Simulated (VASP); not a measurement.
# Mg (P6_3/mmc) in VASP: a series of runs

The runs below take Mg through single point, relaxation of volume and atoms at fixed shape, with PBEsol.

Program: VASP 6.6.1. These are calculated values, not measurements. Logs are shortened: lines on timing, memory, paths and dates and some standing lists are left out, and cuts for length are marked.

### Step 1. The cell of the first run

It takes space group P6_3/mmc (No. 194, hexagonal). The conventional cell has a = 3.178 Å, b = 3.178 Å, c = 5.159 Å, α = 90.00°, β = 90.00°, γ = 120.00°. Within 4.2 Å of Mg (site symmetry -6m2) lie 12 Mg at 3.17 to 3.18 Å.

### Step 2. Single point, PBEsol

File INCAR:

```
PREC     = Accurate       # precision mode
ENCUT    = 520            # plane-wave cutoff, eV
EDIFF    = 1E-6           # SCF threshold, eV
ISMEAR   = 1              # smearing method
SIGMA    = 0.05           # smearing width, eV
LREAL    = False          # projectors in reciprocal space
LASPH    = True           # aspherical terms in the spheres
NELM     = 100            # most SCF steps
ALGO     = Normal         # electronic algorithm
ISIF     = 2              # what is computed and relaxed
LWAVE    = False          # write WAVECAR
LCHARG   = False          # write CHGCAR
GGA      = PS             # functional
NBANDS   = 9              # bands
```

File KPOINTS:

```
Automatic mesh
0
Gamma
  8 8 5
```

File POSCAR:

```
Mg
1.0
    3.1778760247      0.0000000000      0.0000000000
   -1.5889380124      2.7521213675      0.0000000000
    0.0000000000      0.0000000000      5.1592831619
Mg
2
Direct
    0.3333333333      0.6666666667      0.2500000000
    0.6666666667      0.3333333333      0.7500000000
```

Potentials or basis: VASP PAW PBE potentials, release 64 (Mg).

Command:

```
$ cat potpaw_PBE.64/Mg/POTCAR > POTCAR
$ mpirun -np 1 vasp_std > vasp.out
```

OUTCAR:

```text
PREC = Accurate
   ENCUT = 520
   EDIFF = 1E-6
   ISMEAR = 1
   LREAL = False
   LASPH = True
   NELM = 100
   ISIF = 2
   GGA = PS

 ion  position               nearest neighbor table
   1  0.333  0.667  0.250-   2 3.17   2 3.17   2 3.17   2 3.17   2 3.17   2 3.17
   2  0.667  0.333  0.750-   1 3.17   1 3.17   1 3.17   1 3.17   1 3.17   1 3.17

  LATTYP: Found a hexagonal cell.
 ALAT       =     3.1778760247
 C/A-ratio  =     1.6235004518

  Lattice vectors:

 A1 = (   3.1778760247,   0.0000000000,   0.0000000000)
 A2 = (  -1.5889380124,   2.7521213675,   0.0000000000)
 A3 = (   0.0000000000,   0.0000000000,   5.1592831619)

Analysis of symmetry for initial positions (statically):
=====================================================================
 Subroutine PRICEL returns:
 Original cell was already a primitive cell.

 Routine SETGRP: Setting up the symmetry group for a
 hexagonal supercell.

 Subroutine GETGRP returns: Found 24 space group operations
 (whereof 12 operations were pure point group operations)
 out of a pool of 24 trial point group operations.

The static configuration has the point symmetry D_3d.
 The point group associated with its full space group is D_6h.

Analysis of symmetry for dynamics (positions and initial velocities):
=====================================================================
 Subroutine PRICEL returns:
 Original cell was already a primitive cell.

 Routine SETGRP: Setting up the symmetry group for a
 hexagonal supercell.

 Subroutine GETGRP returns: Found 24 space group operations
 (whereof 12 operations were pure point group operations)
 out of a pool of 24 trial point group operations.

The dynamic configuration has the point symmetry D_3d.
 The point group associated with its full space group is D_6h.

 Subroutine INISYM returns: Found 24 space group operations
 (whereof 12 operations are pure point group operations),
 and found     1 'primitive' translations

----------------------------------------------------------------------------------------

                                     Primitive cell

  volume of cell :      45.1226

  direct lattice vectors                    reciprocal lattice vectors
     3.177876025  0.000000000  0.000000000     0.314675586  0.181678034  0.000000000
    -1.588938012  2.752121368  0.000000000     0.000000000  0.363356068  0.000000000
     0.000000000  0.000000000  5.159283162     0.000000000  0.000000000  0.193825376

  length of vectors
     3.177876025  3.177876025  5.159283162     0.363356068  0.363356068  0.193825376

  position of ions in fractional coordinates (direct lattice)
     0.333333333  0.666666667  0.250000000
     0.666666667  0.333333333  0.750000000

  ion indices of the primitive-cell ions
   primitive index   ion index
                 1           1
                 2           2

----------------------------------------------------------------------------------------

 KPOINTS: Automatic mesh

Automatic generation of k-mesh.
 Grid dimensions read from file:
 generate k-points for:    8    8    5

 Generating k-lattice:

  Cartesian coordinates                     Fractional coordinates (reciprocal lattice)
     0.039334448  0.022709754  0.000000000     0.125000000  0.000000000  0.000000000
     0.000000000  0.045419509  0.000000000     0.000000000  0.125000000  0.000000000
     0.000000000  0.000000000  0.038765075     0.000000000  0.000000000  0.200000000

  Length of vectors
     0.045419509  0.045419509  0.038765075

  Shift w.r.t. Gamma in fractional coordinates (k-lattice)
     0.000000000  0.000000000  0.000000000

 Subroutine IBZKPT returns following result:
 ===========================================

 Found     30 irreducible k-points:

 Following reciprocal coordinates:
            Coordinates               Weight
  0.000000  0.000000  0.000000      1.000000
  0.125000  0.000000  0.000000      6.000000
  0.250000  0.000000  0.000000      6.000000
  0.375000  0.000000  0.000000      6.000000
  0.500000  0.000000  0.000000      3.000000
  0.125000  0.125000  0.000000      6.000000
[... 16 lines left out ...]
  0.250000  0.000000  0.400000     12.000000
  0.375000  0.000000  0.400000     12.000000
 [... further k-points ...]
   k-points           NKPTS =     30   k-points in BZ     NKDIM =     30   number of bands    NBANDS=      9
   number of dos      NEDOS =    301   number of ions     NIONS =      2
   total plane-waves  NPLWV =  23040
   dimension x,y,z NGX =    24 NGY =   24 NGZ =   40
   dimension x,y,z NGXF=    48 NGYF=   48 NGZF=   80
   ions per type =               2
   NGX,Y,Z   is equivalent  to a cutoff of  12.56, 12.56, 12.89 a.u.
   NGXF,Y,Z  is equivalent  to a cutoff of  25.11, 25.11, 25.78 a.u.
 SYSTEM =  unknown system
   PREC   = accura    normal or accurate (medium, high low for compatibility)
   ISTART =      0    job   : 0-new  1-cont  2-samecut
   ICHARG =      2    charge: 1-file 2-atom 10-const
   ISPIN  =      1    spin polarized calculation?
   LNONCOLLINEAR =      F non collinear calculations
   LSORBIT =      F    spin-orbit coupling
   LASPH  =      T    aspherical Exc in radial PAW
   ENCUT  =  520.0 eV  38.22 Ry    6.18 a.u.   5.91  5.91  9.59*2*pi/ulx,y,z
   NELM   =    100;   NELMIN=  2; NELMDL= -5     # of ELM steps
   EDIFF  = 0.1E-05   stopping-criterion for ELM
   LREAL  =      F    real-space projection
   EDIFFG = 0.1E-04   stopping-criterion for IOM
   NSW    =      0    number of steps for IOM
   IBRION =     -1    ionic relax: 0-MD 1-quasi-New 2-CG
   NFREE  =      0    steps in history (QN), initial steepest desc. (CG)
   ISIF   =      2    stress and relaxation
   ISYM   =      2    0-nonsym 1-usesym 2-fastsym
   POTIM  = 0.5000    time-step for ionic-motion
   TEBEG  =    0.0;   TEEND  =   0.0 temperature during run
   PSTRESS=    0.0 pullay stress
   NELECT =       4.0000    total number of electrons
   NUPDOWN=      -1.0000    fix difference up-down
   EMIN   =  10.00;   EMAX   =-10.00  energy-range for DOS
   EFERMI =   0.00;   METHOD = LEGACY
   ISMEAR =     1;   SIGMA  =   0.05  broadening in eV -4-tet -1-fermi 0-gaus
   EFERMI_NEDOS =   21; number of points for ismear=-14 and -15
   IALGO  =     38    algorithm
   IMIX   =      4    mixing-type and parameters
     AMIX     =   0.40;   BMIX     =  1.00
     AMIX_MAG =   1.60;   BMIX_MAG =  1.00
  volume/ion in A,a.u.               =      22.56       152.25
  Fermi-wavevector in a.u.,A,eV,Ry     =   0.729956  1.379417  7.249677  0.532836
  Thomas-Fermi vector in A             =   1.821807
   LORBIT       =      0    0 simple, 1 ext, 2 COOP (PROOUT), +10 PAW based schemes
   GGA     = PS    functional components
   LHFCALC =     F    Hartree Fock is set to
   AEXX    =    0.0000 exact exchange contribution
   IVDW    =     0    specifies the selected vdW correction
   LEPSILON=     F    determine dielectric tensor
   LRPA    =     F    only Hartree local field effects (RPA)
 non-spin polarized calculation
 Methfessel and Paxton  Order N= 1 SIGMA  =   0.05
  energy-cutoff  :      520.00
  volume of cell :       45.12
 maximum number of plane-waves:      1225
 NGX is ok and might be reduce to    24
   NGX = 11   NGY = 11   NGZ = 19

 number of electron       4.0000000 magnetization

 Free energy of the ion-electron system (eV)
  ---------------------------------------------------
  ext. energy  EPLUGINS =         0.00000000
  ---------------------------------------------------
  free energy    TOTEN  =        -3.47286089 eV

  energy without entropy =       -3.47243671  energy(sigma->0) =       -3.47271950

 E-fermi :   2.6539     XC(G=0):  -8.5879

 val. band max:        2.6165707359   @ k =   0.5000   0.0000   0.4000
 cond. band min:       2.6579252212   @ k =   0.2500   0.2500   0.2000
 fundamental gap:      0.0413544853
 Fermi energy:         2.6538760981

 k-point     1 :       0.0000    0.0000    0.0000
  band No.  band energies     occupation
      1      -4.3214      2.00000
      2       0.9657      2.00000
      3       1.4495      2.00000
      4      13.7104      0.00000
      5      13.7104      0.00000
      6      13.8620      0.00000
      7      13.8620      0.00000
      8      14.6018      0.00000
      9      16.2788      0.00000

 k-point     2 :       0.1250    0.0000    0.0000
  band No.  band energies     occupation
      1      -4.0105      2.00000
      2       1.2494      2.00000
      3       1.7501      2.00000
      4      10.1422      0.00000
      5      11.9726      0.00000
      6      12.7219      0.00000
      7      14.8872      0.00000
      8      15.3167      0.00000
      9      15.9158      0.00000

 k-point     3 :       0.2500    0.0000    0.0000
  band No.  band energies     occupation
      1      -3.0842      2.00000
      2       2.1016      2.00000
      3       2.6152      1.96570
      4       6.5329      0.00000
      5      10.6766      0.00000
      6      10.7599      0.00000
      7      11.2588      0.00000
      8      13.0433      0.00000
      9      15.1689      0.00000

 k-point     4 :       0.3750    0.0000    0.0000
  band No.  band energies     occupation
      1      -1.5609      2.00000
      2       2.9621     -0.00000
      3       3.5242     -0.00000
      4       4.4720      0.00000
      5       8.1184      0.00000
      6       8.5023      0.00000
      7       9.9012      0.00000
      8      11.5435      0.00000
      9      14.2829      0.00000

 k-point     5 :       0.5000    0.0000    0.0000
  band No.  band energies     occupation
      1       0.5090      2.00000
      2       0.5393      2.00000
      3       5.3630      0.00000
      4       5.7025      0.00000
      5       6.0123      0.00000
      6       6.4284      0.00000
      7       9.6434      0.00000
      8      11.0963      0.00000
      9      13.9849      0.00000

 k-point     6 :       0.1250    0.1250    0.0000
  band No.  band energies     occupation
      1      -3.3920      2.00000
      2       1.8173      2.00000
      3       2.3363      2.00000
      4       8.2868      0.00000
      5       8.6766      0.00000
      6      12.9231      0.00000
      7      13.4165      0.00000
      8      13.6489      0.00000
      9      14.1150      0.00000
[... 169 lines left out ...]
 k-point    21 :       0.0000    0.0000    0.4000
  band No.  band energies     occupation
      1      -3.4183      2.00000
      2      -2.3017      2.00000
      3       6.2794      0.00000
      4       9.3302      0.00000
      5      14.3224      0.00000
      6      14.3224      0.00000
      7      14.3681      0.00000
      8      14.3681      0.00000
      9      15.8578      0.00000

 k-point    22 :       0.1250    0.0000    0.4000
  band No.  band energies     occupation
      1      -3.1104      2.00000
      2      -1.9975      2.00000
      3       6.5389      0.00000
      4       9.5121      0.00000
      5      11.0008      0.00000
      6      11.8303      0.00000
      7      12.7186      0.00000
      8      13.6456      0.00000
      9      14.3698      0.00000

 k-point    23 :       0.2500    0.0000    0.4000
  band No.  band energies     occupation
      1      -2.1930      2.00000
      2      -1.0917      2.00000
      3       6.8597      0.00000
      4       7.6973      0.00000
      5       8.3048      0.00000
      6      10.4064      0.00000
      7      11.4331      0.00000
      8      12.3821      0.00000
      9      12.9475      0.00000

 k-point    24 :       0.3750    0.0000    0.4000
  band No.  band energies     occupation
      1      -0.6859      2.00000
      2       0.3908      2.00000
      3       4.0719      0.00000
      4       5.1058      0.00000
      5       8.7835      0.00000
      6      10.6565      0.00000
      7      10.9579      0.00000
      8      11.6034      0.00000
      9      12.3498      0.00000

 [... further k-points ...]

------------------------ aborting loop because EDIFF is reached ----------------------------------------

  FORCE on cell =-STRESS in cart. coord.  units (eV):
  Direction    XX          YY          ZZ          XY          YZ          ZX
  --------------------------------------------------------------------------------------
  -------------------------------------------------------------------------------------
  Total       -0.0518842     -0.0518842      0.0672655      0.0000000     -0.0000000      0.0000000
  in kB       -1.8422625     -1.8422625      2.3884095      0.0000000     -0.0000000      0.0000000
  external PRESSURE =      -0.4320385 kB  Pullay stress =       0.0000000 kB

 VOLUME and BASIS-vectors are now :
 -----------------------------------------------------------------------------
  energy-cutoff  :      520.00
  volume of cell :       45.12
      direct lattice vectors                 reciprocal lattice vectors
     3.177876025  0.000000000  0.000000000     0.314675586  0.181678034  0.000000000
    -1.588938012  2.752121368  0.000000000     0.000000000  0.363356068  0.000000000
     0.000000000  0.000000000  5.159283162     0.000000000  0.000000000  0.193825376

 POSITION                                       TOTAL-FORCE (eV/Angst)
 -----------------------------------------------------------------------------------
     -0.00000      1.83475      1.28982        -0.000000      0.000000      0.000000
      1.58894      0.91737      3.86946         0.000000      0.000000      0.000000
 -----------------------------------------------------------------------------------
    total drift:                                0.000000     -0.000000      0.000000

  FREE ENERGIE OF THE ION-ELECTRON SYSTEM (eV)
  ---------------------------------------------------
  free  energy   TOTEN  =        -3.4728608907 eV

  energy  without entropy=       -3.4724367063  energy(sigma->0) =       -3.47271950
```

Run time: 16 s. Hardware: 1 thread of Intel Xeon 8259CL, shared host; peak memory 0.16 GiB.

Results:

```yaml
Free_energy: -3.4729 eV
Pressure: 0.0 GPa
Band_gap_on_the_k_mesh: zero (bands 2 and 3 overlap by 2.24 eV)
```

Caveat: the PAW data sets were made with another functional, which shifts forces and pressure a little.

### Step 3. Relaxation of volume and atoms at fixed shape, PBEsol

This run uses another cell than the first one, of 23.24 Å³/atom.

File INCAR:

```
SYSTEM = Mg
PREC = Accurate
ENCUT = 600
EDIFF = 1E-7
ISMEAR = 1
SIGMA = 0.05
LREAL = .FALSE.
LASPH = .TRUE.
NELM = 100
ALGO = Normal
ISIF = 8
LWAVE = .FALSE.
LCHARG = .FALSE.
GGA = PS
IBRION = 2
NSW = 80
EDIFFG = -0.03
```

File KPOINTS:

```
regular mesh
0
G
  8 8 5
  0 0 0
```

File POSCAR:

```
Mg
1.0
    3.2093000000      0.0000000000      0.0000000000
   -1.6046500000      2.7793353284      0.0000000000
    0.0000000000      0.0000000000      5.2103000000
Mg
2
Direct
    0.3333333333      0.6666666667      0.2500000000
    0.6666666667      0.3333333333      0.7500000000
```

Potentials or basis: VASP PAW PBE potentials, release 64 (Mg).

Command:

```
$ cat potpaw_PBE.64/Mg/POTCAR > POTCAR
$ mpirun -np 1 vasp_std > vasp.out
```

Run time: 43 s. Hardware: 1 thread of Intel Xeon 8259CL, shared host; peak memory 0.19 GiB.

It converged, with:

```
Free energy                           : -3.4731 eV
Relaxed volume                        : 22.54 Å³/atom
Relaxed cell                          : a = 3.177 Å, b = 3.177 Å, c = 5.158 Å, α = 90.00°, β = 90.00°, γ = 120.00°
Space group after relaxing (to 0.1 Å) : P6_3/mmc (No. 194)
Energy gained by relaxing             : 2.4 meV/atom
Ionic steps                           : 3
Pressure after relaxing               : 0.0 GPa
Band gap on the k mesh                : zero (bands 2 and 3 overlap by 2.24 eV)
```

Stress tensor (GPa, compression positive):
```
-0.15  0.00  0.00
 0.00 -0.15  0.00
 0.00  0.00  0.27
```

The path:
| step | energy change (eV) | largest force (eV/Å) | pressure (GPa) | volume (Å³) |
| --- | --- | --- | --- | --- |
| 1 | 0.0000 | 0.0000 | -1.09 | 46.47 |
| 2 | -0.0046 | 0.0000 | -0.28 | 45.42 |
| 3 | -0.0049 | 0.0000 | -0.01 | 45.08 |

Final structure:
```
Mg
1.0
     3.17683    0.00000    0.00000
    -1.58842    2.75122    0.00000
     0.00000    0.00000    5.15759
Mg
2
Cartesian
  0.0000 1.8341 1.2894
  1.5884 0.9171 3.8682
```

Levels at points of the mesh, in eV from the Fermi level:
```csv
k point,band 1,band 2,band 3,band 4,band 5
"(0.00, 0.00, 0.00)",-6.98,-1.69,-1.20,11.06,11.06
"(0.50, 0.00, 0.00)",-2.15,-2.12,2.71,3.05,3.36
```

Caveat: the PAW data sets were made with another functional, which shifts forces and pressure a little.

The gap in the log of VASP goes by the Fermi energy; the results here count the filled bands.